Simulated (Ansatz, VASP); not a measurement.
## Two plane-wave programs on C

The input INCAR:

```
SYSTEM = C
PREC = Accurate
ENCUT = 520
EDIFF = 1E-6
ISMEAR = 0
SIGMA = 0.05
LREAL = .False.
LASPH = .True.
NELM = 60
ALGO = Normal
ISIF = 2
LWAVE = .False.
LCHARG = .False.
GGA = PE
NBANDS = 11
```

KPOINTS

```
Automatic mesh
0
Gamma
  20 20 20
  0 0 0
```

The input POSCAR:

```
C
1.0
    0.0000000000      1.7750000000      1.7750000000
    1.7750000000      0.0000000000      1.7750000000
    1.7750000000      1.7750000000      0.0000000000
C
2
Direct
    0.7500000000      0.7500000000      0.7500000000
    0.5000000000      0.5000000000      0.5000000000
```

Input for Ansatz:

```yaml
crystal:
  lattice:
    - [0.0, 1.775, 1.775]
    - [1.775, 0.0, 1.775]
    - [1.775, 1.775, 0.0]
  atoms:
    - { symbol: C, position: [0.75, 0.75, 0.75] }
    - { symbol: C, position: [0.5, 0.5, 0.5] }
basis:
  ecutwfc: 600
  ecutrho_ratio: 5
kpoints:
  mp_grid: { grid: [20, 20, 20] }
hamiltonian:
  xc: pbe
scf:
  occupations: { method: gaussian, width: 0.05 }
output:
  forces: true
  stress: true
  eigenvalues: true
```

Alike in both runs: task single point; functional PBE; k mesh 20 × 20 × 20; occupations gaussian, width 0.05 eV; no spin polarisation.

```csv
,VASP,Ansatz
version,VASP 6.6.1,Ansatz 0.2.0
potentials or method,"VASP PAW PBE potentials, release 64 (C), cutoff 520 eV","scalar-relativistic, plane waves, PAW"
valence electrons in the cell,8,8
```

```csv
,VASP,Ansatz,Ansatz less VASP
gap on the k mesh at the Fermi level (eV),4.16,4.18,+0.010
least direct gap on the mesh (eV),5.63,5.64,+0.007
pressure (GPa),8.9,8.2,-0.73
```

With one functional, cell and mesh, what is left measures potentials, basis and numerics.
